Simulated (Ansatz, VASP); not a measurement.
## Cs8HCl8 in VASP and in Ansatz

```
Cs Cl H
1.0
     0.00000   -8.40586    0.00000
     0.00000   -4.20293   -8.40586
     8.40586   -4.20293    0.00000
Cs Cl H
8 8 1
Direct
  0.50537 0.00020 0.00160
  0.01090 0.00042 0.00204
  0.26165 0.49791 0.00207
  0.75621 0.49805 0.00164
  0.25843 0.00188 0.49953
  0.51102 0.49661 0.49954
  0.75465 0.00213 0.50026
  0.00748 0.49636 0.50028
  0.50886 0.24927 0.24883
  0.00882 0.24915 0.24891
  0.26113 0.74922 0.24541
  0.74502 0.74930 0.27684
  0.25618 0.25107 0.75303
  0.50461 0.74922 0.75700
  0.75803 0.24738 0.75311
  0.02484 0.74931 0.71590
  0.89490 0.74933 0.97483
```

Alike in both runs: functional PBE; k mesh 2 × 2 × 2; occupations gaussian, width 0.02 eV; collinear spin.

Ansatz relaxed the structure, and its values are those at the end. VASP's run is a single point on that final structure, the one shown.

|  | VASP | Ansatz |
| --- | --- | --- |
| version | VASP 6.6.1 | Ansatz 0.2.0 |
| potentials or method | VASP PAW PBE potentials, release 64 (Cs_sv, Cl, H), cutoff 400 eV | scalar-relativistic, plane waves, PAW |
| valence electrons in the cell | 129 | 129 |

Ansatz gave:

| Quantity | Value |
| --- | --- |
| gap on the k mesh at the Fermi level (eV) | 1.72 |
| least direct gap on the mesh (eV) | 1.78 |
| rms of the force components (eV/Å) | 0.006 |
| net moment per atom (μB) | 0.06 |
| size of the moment on the site where the two differ most (μB) | 0.53 |

Question: Which values does VASP return?

Answer: gap on the k mesh at the Fermi level (eV): 1.72; least direct gap on the mesh (eV): 1.78; rms of the force components (eV/Å): 0.006; net moment per atom (μB): 0.06; size of the moment on the site where the two differ most (μB): 0.29.

Site moments also hang on the region over which each program counts them. With one functional, cell and mesh, what is left measures potentials, basis and numerics.

The k mesh is coarse, so the values compare programs but aren't converged. Spin-orbit coupling is off throughout.
